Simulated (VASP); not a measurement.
# Ta (Im-3m) in VASP: notebook

Ta is run at these levels: PBE; tasks: single point.

Program: VASP 6.6.1. These are calculated values, not measurements. Logs are shortened: lines on timing, memory, paths and dates and some standing lists are left out, and cuts for length are marked.

### Step 1. The cell of the first run

It takes space group Im-3m (No. 229, cubic). Conventional cell: a = 3.235 Å, b = 3.235 Å, c = 3.235 Å, α = 90.00°, β = 90.00°, γ = 90.00°. Within 3.7 Å of Ta (site symmetry m-3m) lie 14 Ta at 2.80 to 3.24 Å.

### Step 2. Single point, PBE

File INCAR:

```
SYSTEM = Ta
PREC = Accurate ; ENCUT = 500
EDIFF = 1E-6 ; ISMEAR = -1
SIGMA = 0.1 ; LREAL = .False.
LASPH = .True. ; NELM = 120
ALGO = Normal ; ISIF = 2
LWAVE = .False. ; LCHARG = .False.
GGA = PE ; NBANDS = 12
GGA_COMPAT = .False.
```

File KPOINTS:

```
Automatic mesh
0
Gamma
  12 12 12
  0 0 0
```

File POSCAR:

```
Ta
1.0
   -1.6175709496      1.6175709496      1.6175709496
    1.6175709496     -1.6175709496      1.6175709496
    1.6175709496      1.6175709496     -1.6175709496
Ta
1
Direct
    0.0000000000      0.0000000000      0.0000000000
```

Potentials or basis: VASP PAW PBE potentials, release 64 (Ta_pv).

The run is started by

```sh
cat potpaw_PBE.64/Ta_pv/POTCAR > POTCAR
mpirun -np 1 vasp_std > vasp.out
```

OUTCAR:

```text
SYSTEM = Ta
   PREC = Accurate
   ENCUT = 500
   EDIFF = 1E-6
   ISMEAR = -1
   LREAL = .False.
   LASPH = .True.
   NELM = 120
   ISIF = 2
   GGA = PE

 ion  position               nearest neighbor table
   1  0.000  0.000  0.000-

  LATTYP: Found a body centered cubic cell.
 ALAT       =     3.2351418992

  Lattice vectors:

 A1 = (  -1.6175709496,   1.6175709496,   1.6175709496)
 A2 = (   1.6175709496,  -1.6175709496,   1.6175709496)
 A3 = (   1.6175709496,   1.6175709496,  -1.6175709496)

Analysis of symmetry for initial positions (statically):
=====================================================================
 Subroutine PRICEL returns:
 Original cell was already a primitive cell.

 Routine SETGRP: Setting up the symmetry group for a
 body centered cubic supercell.

 Subroutine GETGRP returns: Found 48 space group operations
 (whereof 48 operations were pure point group operations)
 out of a pool of 48 trial point group operations.

The static configuration has the point symmetry O_h .

Analysis of symmetry for dynamics (positions and initial velocities):
=====================================================================
 Subroutine PRICEL returns:
 Original cell was already a primitive cell.

 Routine SETGRP: Setting up the symmetry group for a
 body centered cubic supercell.

 Subroutine GETGRP returns: Found 48 space group operations
 (whereof 48 operations were pure point group operations)
 out of a pool of 48 trial point group operations.

The dynamic configuration has the point symmetry O_h .

 Subroutine INISYM returns: Found 48 space group operations
 (whereof 48 operations are pure point group operations),
 and found     1 'primitive' translations

----------------------------------------------------------------------------------------

                                     Primitive cell

  volume of cell :      16.9297

  direct lattice vectors                    reciprocal lattice vectors
    -1.617570950  1.617570950  1.617570950     0.000000000  0.309105452  0.309105452
     1.617570950 -1.617570950  1.617570950     0.309105452  0.000000000  0.309105452
     1.617570950  1.617570950 -1.617570950     0.309105452  0.309105452  0.000000000

  length of vectors
     2.801715070  2.801715070  2.801715070     0.437141123  0.437141123  0.437141123

  position of ions in fractional coordinates (direct lattice)
     0.000000000  0.000000000  0.000000000

  ion indices of the primitive-cell ions
   primitive index   ion index
                 1           1

----------------------------------------------------------------------------------------

 KPOINTS: Automatic mesh

Automatic generation of k-mesh.
 Grid dimensions read from file:
 generate k-points for:   12   12   12

 Generating k-lattice:

  Cartesian coordinates                     Fractional coordinates (reciprocal lattice)
     0.000000000  0.025758788  0.025758788     0.083333333  0.000000000  0.000000000
     0.025758788  0.000000000  0.025758788     0.000000000  0.083333333  0.000000000
     0.025758788  0.025758788  0.000000000     0.000000000  0.000000000  0.083333333

  Length of vectors
     0.036428427  0.036428427  0.036428427

  Shift w.r.t. Gamma in fractional coordinates (k-lattice)
     0.000000000  0.000000000  0.000000000

 Subroutine IBZKPT returns following result:
 ===========================================

 Found     72 irreducible k-points:

 Following reciprocal coordinates:
            Coordinates               Weight
  0.000000  0.000000  0.000000      1.000000
  0.083333  0.000000  0.000000     12.000000
  0.166667  0.000000  0.000000     12.000000
  0.250000  0.000000  0.000000     12.000000
  0.333333  0.000000  0.000000     12.000000
  0.416667  0.000000  0.000000     12.000000
[... 16 lines left out ...]
  0.333333  0.083333  0.083333     24.000000
  0.416667  0.083333  0.083333     12.000000
 [... further k-points ...]
   k-points           NKPTS =     72   k-points in BZ     NKDIM =     72   number of bands    NBANDS=     12
   number of dos      NEDOS =    301   number of ions     NIONS =      1
   total plane-waves  NPLWV =   8000
   dimension x,y,z NGX =    20 NGY =   20 NGZ =   20
   dimension x,y,z NGXF=    40 NGYF=   40 NGZF=   40
   ions per type =               1
   NGX,Y,Z   is equivalent  to a cutoff of  11.87, 11.87, 11.87 a.u.
   NGXF,Y,Z  is equivalent  to a cutoff of  23.73, 23.73, 23.73 a.u.
 SYSTEM =  Ta
   PREC   = accura    normal or accurate (medium, high low for compatibility)
   ISTART =      0    job   : 0-new  1-cont  2-samecut
   ICHARG =      2    charge: 1-file 2-atom 10-const
   ISPIN  =      1    spin polarized calculation?
   LNONCOLLINEAR =      F non collinear calculations
   LSORBIT =      F    spin-orbit coupling
   LASPH  =      T    aspherical Exc in radial PAW
   ENCUT  =  500.0 eV  36.75 Ry    6.06 a.u.   5.11  5.11  5.11*2*pi/ulx,y,z
   NELM   =    120;   NELMIN=  2; NELMDL= -5     # of ELM steps
   EDIFF  = 0.1E-05   stopping-criterion for ELM
   LREAL  =      F    real-space projection
   EDIFFG = 0.1E-04   stopping-criterion for IOM
   NSW    =      0    number of steps for IOM
   IBRION =     -1    ionic relax: 0-MD 1-quasi-New 2-CG
   NFREE  =      0    steps in history (QN), initial steepest desc. (CG)
   ISIF   =      2    stress and relaxation
   ISYM   =      2    0-nonsym 1-usesym 2-fastsym
   POTIM  = 0.5000    time-step for ionic-motion
   TEBEG  =    0.0;   TEEND  =   0.0 temperature during run
   PSTRESS=    0.0 pullay stress
   NELECT =      11.0000    total number of electrons
   NUPDOWN=      -1.0000    fix difference up-down
   EMIN   =  10.00;   EMAX   =-10.00  energy-range for DOS
   EFERMI =   0.00;   METHOD = LEGACY
   ISMEAR =    -1;   SIGMA  =   0.10  broadening in eV -4-tet -1-fermi 0-gaus
   EFERMI_NEDOS =   21; number of points for ismear=-14 and -15
   IALGO  =     38    algorithm
   IMIX   =      4    mixing-type and parameters
     AMIX     =   0.40;   BMIX     =  1.00
     AMIX_MAG =   1.60;   BMIX_MAG =  1.00
  volume/ion in A,a.u.               =      16.93       114.25
  Fermi-wavevector in a.u.,A,eV,Ry     =   1.417933  2.679505 27.354977  2.010534
  Thomas-Fermi vector in A             =   2.539111
   LORBIT       =      0    0 simple, 1 ext, 2 COOP (PROOUT), +10 PAW based schemes
   GGA     = PE    functional components
   LHFCALC =     F    Hartree Fock is set to
   AEXX    =    0.0000 exact exchange contribution
   IVDW    =     0    specifies the selected vdW correction
   LEPSILON=     F    determine dielectric tensor
   LRPA    =     F    only Hartree local field effects (RPA)
 non-spin polarized calculation
  energy-cutoff  :      500.00
  volume of cell :       16.93
 maximum number of plane-waves:       456
   NGX = 11   NGY = 11   NGZ = 11

 number of electron      10.9999998 magnetization

 Free energy of the ion-electron system (eV)
  ---------------------------------------------------
  ext. energy  EPLUGINS =         0.00000000
  ---------------------------------------------------
  free energy    TOTEN  =       -11.76280084 eV

  energy without entropy =      -11.72259661  energy(sigma->0) =      -11.74269873

 E-fermi :   6.0158     XC(G=0): -12.9359

 val. band max:        5.9793694856   @ k =   0.1667   0.0000   0.0000
 cond. band min:       6.0243827034   @ k =  -0.3333   0.3333   0.1667
 fundamental gap:      0.0450132178
 Fermi energy:         6.0158087631

 k-point     1 :       0.0000    0.0000    0.0000
  band No.  band energies     occupation
      1     -26.8082      2.00000
      2     -26.8082      2.00000
      3     -26.8082      2.00000
      4      -2.1501      2.00000
      5       6.7379      0.00146
      6       6.7379      0.00146
      7       6.7379      0.00146
      8      10.2338      0.00000
      9      10.2338      0.00000
     10      21.3028      0.00000
     11      21.3028      0.00000
     12      21.3028      0.00000

 k-point     2 :       0.0833    0.0000    0.0000
  band No.  band energies     occupation
      1     -26.9141      2.00000
      2     -26.8401      2.00000
      3     -26.8089      2.00000
      4      -1.8167      2.00000
      5       6.5203      0.01280
      6       6.6666      0.00298
      7       7.0675      0.00005
      8       9.8964      0.00000
      9      10.2338      0.00000
     10      20.9292      0.00000
     11      21.6035      0.00000
     12      21.8823      0.00000

 k-point     3 :       0.1667    0.0000    0.0000
  band No.  band energies     occupation
      1     -27.1955      2.00000
      2     -26.9265      2.00000
      3     -26.8110      2.00000
      4      -0.9072      2.00000
      5       5.9794      1.18021
      6       6.3308      0.08220
      7       8.0327      0.00000
      8       9.4927      0.00000
      9      10.2748      0.00000
     10      20.9284      0.00000
     11      22.1431      0.00000
     12      23.4991      0.00000
[... 286 lines left out ...]
 k-point    23 :       0.3333    0.0833    0.0833
  band No.  band energies     occupation
      1     -28.0899      2.00000
      2     -27.2907      2.00000
      3     -26.9137      2.00000
      4       2.0305      2.00000
      5       4.3076      2.00000
      6       6.4018      0.04127
      7      10.4250      0.00000
      8      11.1709      0.00000
      9      14.6116      0.00000
     10      18.5111      0.00000
     11      19.5200      0.00000
     12      20.9416      0.00000

 k-point    24 :       0.4167    0.0833    0.0833
  band No.  band energies     occupation
      1     -28.1502      2.00000
      2     -27.3363      2.00000
      3     -26.9168      2.00000
      4       2.0161      2.00000
      5       4.2069      2.00000
      6       7.1317      0.00003
      7      10.4349      0.00000
      8      11.3113      0.00000
      9      15.4678      0.00000
     10      17.4591      0.00000
     11      19.0217      0.00000
     12      20.9389      0.00000

 [... further k-points ...]
[... 5 lines left out ...]
  --------------------------------------------------------------------------------------
  -------------------------------------------------------------------------------------
  Total        1.7918621      1.7918621      1.7918621      0.0000000     -0.0000000      0.0000000
  in kB      169.5763046    169.5763046    169.5763046      0.0000000     -0.0000000      0.0000000
  external PRESSURE =     169.5763046 kB  Pullay stress =       0.0000000 kB

 VOLUME and BASIS-vectors are now :
 -----------------------------------------------------------------------------
  energy-cutoff  :      500.00
  volume of cell :       16.93
      direct lattice vectors                 reciprocal lattice vectors
    -1.617570950  1.617570950  1.617570950     0.000000000  0.309105452  0.309105452
     1.617570950 -1.617570950  1.617570950     0.309105452  0.000000000  0.309105452
     1.617570950  1.617570950 -1.617570950     0.309105452  0.309105452  0.000000000

 POSITION                                       TOTAL-FORCE (eV/Angst)
 -----------------------------------------------------------------------------------
      0.00000      0.00000      0.00000        -0.000000     -0.000000     -0.000000
 -----------------------------------------------------------------------------------
    total drift:                                0.000000      0.000000      0.000000

  FREE ENERGIE OF THE ION-ELECTRON SYSTEM (eV)
  ---------------------------------------------------
  free  energy   TOTEN  =       -11.7628008447 eV

  energy  without entropy=      -11.7225966061  energy(sigma->0) =      -11.74269873
```

Wall time 5.1 s (1 thread of Intel Xeon 6975P-C (Granite Rapids), shared host); peak memory 0.12 GiB.

What came out:

```yaml
Free_energy: -11.7628 eV
Pressure: 17.0 GPa
```

Caveat: spin-orbit coupling is left out, which moves the levels of the heavy elements.

### Step 3. Single point, PBE

This run uses another cell than the first one, of 17.47 Å³/atom, 1.032 times its volume.

File INCAR:

```
  ALGO = Normal
  EDIFF = 1E-6
  ENCUT = 500
  GGA = PE
  GGA_COMPAT = False
  ISIF = 2
  ISMEAR = -1
  LASPH = True
  LCHARG = False
  LREAL = False
  LWAVE = False
  NBANDS = 12
  NELM = 120
  PREC = Accurate
  SIGMA = 0.1
```

File KPOINTS:

```
k-points
0
Gamma
  12 12 12
```

File POSCAR:

```
Ta
1.0
   -1.6345992636      1.6345992636      1.6345992636
    1.6345992636     -1.6345992636      1.6345992636
    1.6345992636      1.6345992636     -1.6345992636
Ta
1
Direct
    0.0000000000      0.0000000000      0.0000000000
```

Potentials or basis: VASP PAW PBE potentials, release 64 (Ta_pv).

The run is started by

```sh
cat potpaw_PBE.64/Ta_pv/POTCAR > POTCAR
mpirun -np 1 vasp_std > vasp.out
```

OUTCAR:

```text
EDIFF = 1E-6
   ENCUT = 500
   GGA = PE
   ISIF = 2
   ISMEAR = -1
   LASPH = True
   LREAL = False
   NELM = 120
   PREC = Accurate

 ion  position               nearest neighbor table
   1  0.000  0.000  0.000-

  LATTYP: Found a body centered cubic cell.
 ALAT       =     3.2691985272

  Lattice vectors:

 A1 = (  -1.6345992636,   1.6345992636,   1.6345992636)
 A2 = (   1.6345992636,  -1.6345992636,   1.6345992636)
 A3 = (   1.6345992636,   1.6345992636,  -1.6345992636)

Analysis of symmetry for initial positions (statically):
=====================================================================
 Subroutine PRICEL returns:
 Original cell was already a primitive cell.

 Routine SETGRP: Setting up the symmetry group for a
 body centered cubic supercell.

 Subroutine GETGRP returns: Found 48 space group operations
 (whereof 48 operations were pure point group operations)
 out of a pool of 48 trial point group operations.

The static configuration has the point symmetry O_h .

Analysis of symmetry for dynamics (positions and initial velocities):
=====================================================================
 Subroutine PRICEL returns:
 Original cell was already a primitive cell.

 Routine SETGRP: Setting up the symmetry group for a
 body centered cubic supercell.

 Subroutine GETGRP returns: Found 48 space group operations
 (whereof 48 operations were pure point group operations)
 out of a pool of 48 trial point group operations.

The dynamic configuration has the point symmetry O_h .

 Subroutine INISYM returns: Found 48 space group operations
 (whereof 48 operations are pure point group operations),
 and found     1 'primitive' translations

----------------------------------------------------------------------------------------

[... 109 lines left out ...]
     AMIX     =   0.40;   BMIX     =  1.00
     AMIX_MAG =   1.60;   BMIX_MAG =  1.00
  volume/ion in A,a.u.               =      17.47       117.89
  Fermi-wavevector in a.u.,A,eV,Ry     =   1.403162  2.651591 26.788009  1.968863
  Thomas-Fermi vector in A             =   2.525851
   LORBIT       =      0    0 simple, 1 ext, 2 COOP (PROOUT), +10 PAW based schemes
   GGA     = PE    functional components
   LHFCALC =     F    Hartree Fock is set to
   AEXX    =    0.0000 exact exchange contribution
   IVDW    =     0    specifies the selected vdW correction
   LEPSILON=     F    determine dielectric tensor
   LRPA    =     F    only Hartree local field effects (RPA)
 non-spin polarized calculation
  energy-cutoff  :      500.00
  volume of cell :       17.47
 maximum number of plane-waves:       466
 NGX is ok and might be reduce to    24
   NGX = 11   NGY = 11   NGZ = 11

 number of electron      11.0000001 magnetization

 Free energy of the ion-electron system (eV)
  ---------------------------------------------------
  ext. energy  EPLUGINS =         0.00000000
  ---------------------------------------------------
  free energy    TOTEN  =       -11.80732490 eV

  energy without entropy =      -11.76270939  energy(sigma->0) =      -11.78501714

 E-fermi :   5.7467     XC(G=0): -12.7731

 val. band max:        5.7279837344   @ k =   0.3333   0.1667  -0.0000
 cond. band min:       5.7469373497   @ k =  -0.4167   0.5000   0.0833
 fundamental gap:      0.0189536153
 Fermi energy:         5.7466615080

 k-point     1 :       0.0000    0.0000    0.0000
  band No.  band energies     occupation
      1     -27.2006      2.00000
      2     -27.2006      2.00000
      3     -27.2006      2.00000
      4      -2.2965      2.00000
      5       6.4770      0.00135
      6       6.4770      0.00135
      7       6.4770      0.00135
      8       9.8585      0.00000
      9       9.8585      0.00000
     10      20.8904      0.00000
     11      20.8904      0.00000
     12      20.8904      0.00000
[... 331 lines left out ...]
 k-point    24 :       0.4167    0.0833    0.0833
  band No.  band energies     occupation
      1     -28.4127      2.00000
      2     -27.6788      2.00000
      3     -27.2970      2.00000
      4       1.8721      2.00000
      5       4.0360      2.00000
      6       6.7446      0.00009
      7      10.0253      0.00000
      8      10.8705      0.00000
      9      14.8526      0.00000
     10      16.7273      0.00000
     11      18.5653      0.00000
     12      20.5638      0.00000

 [... further k-points ...]
[... 5 lines left out ...]
  --------------------------------------------------------------------------------------
  -------------------------------------------------------------------------------------
  Total        1.0354109      1.0354109      1.0354109     -0.0000000      0.0000000     -0.0000000
  in kB       94.9575310     94.9575310     94.9575310     -0.0000000      0.0000000     -0.0000000
  external PRESSURE =      94.9575310 kB  Pullay stress =       0.0000000 kB

 VOLUME and BASIS-vectors are now :
 -----------------------------------------------------------------------------
  energy-cutoff  :      500.00
  volume of cell :       17.47
      direct lattice vectors                 reciprocal lattice vectors
    -1.634599264  1.634599264  1.634599264     0.000000000  0.305885370  0.305885370
     1.634599264 -1.634599264  1.634599264     0.305885370  0.000000000  0.305885370
     1.634599264  1.634599264 -1.634599264     0.305885370  0.305885370  0.000000000

 POSITION                                       TOTAL-FORCE (eV/Angst)
 -----------------------------------------------------------------------------------
      0.00000      0.00000      0.00000         0.000000     -0.000000      0.000000
 -----------------------------------------------------------------------------------
    total drift:                                0.000000      0.000000     -0.000000

  FREE ENERGIE OF THE ION-ELECTRON SYSTEM (eV)
  ---------------------------------------------------
  free  energy   TOTEN  =       -11.8073248999 eV

  energy  without entropy=      -11.7627093859  energy(sigma->0) =      -11.78501714
```

OSZICAR:

```text
N       E                     dE             d eps       ncg     rms          rms(c)
DAV:   1     0.599147910920E+02    0.59915E+02   -0.60857E+03  1736   0.857E+02
DAV:   2    -0.113197587262E+02   -0.71235E+02   -0.69598E+02  1960   0.242E+02
DAV:   3    -0.122382165084E+02   -0.91846E+00   -0.90527E+00  2036   0.262E+01
DAV:   4    -0.122405759057E+02   -0.23594E-02   -0.23592E-02  1896   0.145E+00
DAV:   5    -0.122405833583E+02   -0.74526E-05   -0.74528E-05  2080   0.773E-02    0.143E+01
DAV:   6    -0.119096342645E+02    0.33095E+00   -0.26379E-01  2028   0.556E+00    0.708E+00
DAV:   7    -0.118083278307E+02    0.10131E+00   -0.24210E-01  1960   0.498E+00    0.404E-01
DAV:   8    -0.118073771522E+02    0.95068E-03   -0.65549E-03  1872   0.732E-01    0.139E-01
DAV:   9    -0.118073315520E+02    0.45600E-04   -0.14815E-04  2012   0.134E-01    0.272E-02
DAV:  10    -0.118073250488E+02    0.65032E-05   -0.35589E-06  1892   0.212E-02    0.314E-03
DAV:  11    -0.118073248999E+02    0.14890E-06   -0.11051E-07  1064   0.374E-03
   1 F= -.11807325E+02 E0= -.11785017E+02  d E =-.446155E-01
```

Wall time 5.3 s (1 thread of Intel Xeon 6975P-C (Granite Rapids), shared host); peak memory 0.14 GiB.

What came out:

```yaml
Free_energy: -11.8073 eV
Pressure: 9.5 GPa
```

Caveat: spin-orbit coupling is left out, which moves the levels of the heavy elements.

(Continued in part 2 of 2.)
